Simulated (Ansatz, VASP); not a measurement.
One calculation of Ti, two programs

```
Ti
1.0
     2.87085    0.00000    0.00000
     0.00000    4.06000    0.00000
     0.00000    0.00000   25.04799
Ti
8
Direct
  0.50000 0.50000 0.29943
  0.00000 0.00000 0.35673
  0.50000 0.50000 0.41404
  0.00000 0.00000 0.47135
  0.50000 0.50000 0.52865
  0.00000 0.00000 0.58596
  0.50000 0.50000 0.64327
  0.00000 0.00000 0.70057
```

Alike in both runs: functional PBE; k mesh 9 × 7 × 1; occupations fermi-dirac, width 0.05 eV; no spin polarisation.

|  | VASP | Ansatz |
| --- | --- | --- |
| version | VASP 6.6.1 | Ansatz 0.2.0 |
| potentials or method | VASP PAW PBE potentials, release 64 (Ti_sv) | Ansatz PAW |
| plane-wave cutoff (eV) | 520 | 420 |
| valence electrons in the cell | 96 | 96 |
| task | single point | electrostatic potential |

Ansatz gave:

```
gap on the k mesh at the Fermi level (eV) : none
rms of the force components (eV/Å)        : 0.179
```

Problem. Which values does VASP return?

Solution. gap on the k mesh at the Fermi level (eV): none; rms of the force components (eV/Å): 0.181.

Atom by atom the forces differ by 0.005 eV/Å (rms over components). A gap of «none» marks a metal or a gap that the smearing closes. The functional is the same, so the differences come from potentials, cutoffs and numerics.
